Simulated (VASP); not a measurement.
Runs of VASP 6.6.1 on BN. Symmetry: Fm-3m, No. 225, cubic system. The conventional cell has a = 3.492 Å, b = 3.492 Å, c = 3.492 Å, α = 90.00°, β = 90.00°, γ = 90.00°. B (site symmetry m-3m) has 6 N at 1.75 Å within 2.3 Å. Within 2.3 Å of N (site symmetry m-3m) lie 6 B at 1.75 Å. 

| level | potentials or basis | k mesh | cutoff (eV) | smearing | grid for exact exchange (PRECFOCK) | share of exact exchange | screening parameter | gap on the mesh (eV) | pressure (GPa) |
| --- | --- | --- | --- | --- | --- | --- | --- | --- | --- |
| LDA | VASP PAW LDA potentials, release 64 (B, N) | 4 × 4 × 4 | 600 | gaussian 0.01 eV | - | - | - | 1.96 | -10.6 |
| PBE | VASP PAW PBE potentials, release 64 (B, N) | 4 × 4 × 4 | 600 | gaussian 0.01 eV | - | - | - | 1.81 | 3.4 |
| r2SCAN | VASP PAW PBE potentials, release 64 (B, N) | 8 × 8 × 8 | 520 | gaussian 0.01 eV | - | - | - | 1.48 | 0.4 |
| PBE-based screened hybrid | VASP PAW PBE potentials, release 64 (B, N) | 6 × 6 × 6 | 520 | gaussian 0.01 eV | Normal | 1 | 0.5 1/Å | (a) | (b) |
| r2SCAN | VASP PAW PBE potentials, release 64 (B, N) | 8 × 8 × 8 | 520 | methfessel-paxton 0.05 eV | - | - | - | 1.48 | 0.4 |

Alike in all rows: task single point; no spin polarisation; cell as given.

Fill in the values left out.

(a) 3.19; (b) -32.1.

Caveats: some runs use coarse meshes; the PAW data sets were made with another functional, which shifts forces and pressure a little (some runs).

A k mesh can miss the band edges.
